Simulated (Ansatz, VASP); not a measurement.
## Two plane-wave programs on Ta2Ga

```
CELL_PARAMETERS angstrom
0.00000 3.86842 3.86842
3.86842 0.00000 3.86842
3.86842 3.86842 0.00000
ATOMIC_POSITIONS crystal
Ta 0.12500 0.12500 0.12500
Ta 0.62500 0.12500 0.12500
Ta 0.12500 0.12500 0.62500
Ta 0.12500 0.62500 0.12500
Ga 0.50000 0.50000 0.50000
Ga 0.75000 0.75000 0.75000
```

Alike in both runs: functional PBE; k mesh 8 × 8 × 8; occupations gaussian, width 0.1 eV; no spin polarisation.

Ansatz relaxed the structure, and its values are those at the end. VASP's run is a single point on that final structure, the one shown.

|  | VASP | Ansatz |
| --- | --- | --- |
| version | VASP 6.6.1 | Ansatz 0.2.0 |
| potentials or method | VASP PAW PBE potentials, release 64 (Ta_pv, Ga_d), cutoff 520 eV | scalar-relativistic, plane waves, PAW |
| valence electrons in the cell | 70 | 78 |

Ansatz gave:

* gap on the k mesh at the Fermi level (eV): none
* pressure (GPa): 0.0

Task: Which values does VASP return?

Result: gap on the k mesh at the Fermi level (eV): none; pressure (GPa): 0.1.

A gap of «none» marks a metal or a gap that the smearing closes. VASP's potentials hold 70 valence electrons a cell and Ansatz's 78, so a difference there can come from the potentials and not from the codes.

Neither program's run includes spin-orbit coupling.
